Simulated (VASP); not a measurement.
## Se: single point with r2SCAN

Se:

```
CELL_PARAMETERS angstrom
5.51169 3.18218 1.52890
-5.51169 3.18218 1.52890
0.00000 -6.36435 1.52890
ATOMIC_POSITIONS crystal
Se 0.83796 0.71335 0.08824
Se 0.71335 0.08824 0.83796
Se 0.08824 0.83796 0.71335
Se 0.16204 0.28665 0.91176
Se 0.28665 0.91176 0.16204
Se 0.91176 0.16204 0.28665
```

This cell differs from its parent crystal: epitaxial xy strain -2.0%.

| Property | Result |
| --- | --- |
| Program | VASP 6.6.1 |
| Task | single point |
| Functional | r2SCAN |
| Potentials or basis | VASP PAW PBE potentials, release 64 (Se) |
| Cutoff | 520 eV |
| k mesh | 6 × 6 × 6 |
| Occupations | gaussian, width 0.01 eV |
| Spin | no spin polarisation |
| Dipole correction | no |
| Further INCAR settings | ALGO = Normal; EDIFF = 1e-06; NBANDS = 27 |

- Pressure: 1.3 GPa
- Largest force: 0.045 eV/Å
- Band gap on the k mesh: 1.65 eV (least direct gap 1.75 eV)

Forces in eV/Å, atoms in the order of the input:
```
Se  -0.006  0.029  0.034
Se   0.027 -0.009  0.034
Se  -0.022 -0.019  0.034
Se   0.006 -0.029 -0.034
Se  -0.027  0.009 -0.034
Se   0.022  0.019 -0.034
```

Stress tensor (GPa, compression positive):
```
1.45 0.00 0.00
0.00 1.45 0.00
0.00 0.00 0.94
```

Levels at points of the mesh, in eV from the valence-band top:
```
           k point  band 14  band 15  band 16  band 17  band 18  band 19  band 20  band 21  band 22  band 23
(0.00, 0.00, 0.00)    -1.20    -0.64    -0.64    -0.49    -0.49     2.34     2.34     3.04     3.26     3.26
(0.50, 0.00, 0.00)    -1.27    -1.24    -0.68    -0.18    -0.04     2.17     2.25     3.16     3.31     3.48
(0.50, 0.50, 0.00)    -1.44    -1.38    -1.16    -0.84    -0.07     1.85     2.10     2.61     3.37     3.79
(0.50, 0.50, 0.50)    -1.25    -1.25    -1.24    -1.24    -0.10     1.91     1.91     2.24     4.07     4.72
```

It took 6.2 min on 1 thread of Intel(R) Xeon(R) 6975P-C (Granite Rapids), with other jobs on the host, peak memory 0.42 GiB.

Caveat: the cell differs from its parent crystal (epitaxial xy strain -2.0%); the PAW data sets were made with another functional, which shifts forces and pressure a little. A k mesh can miss the band edges.
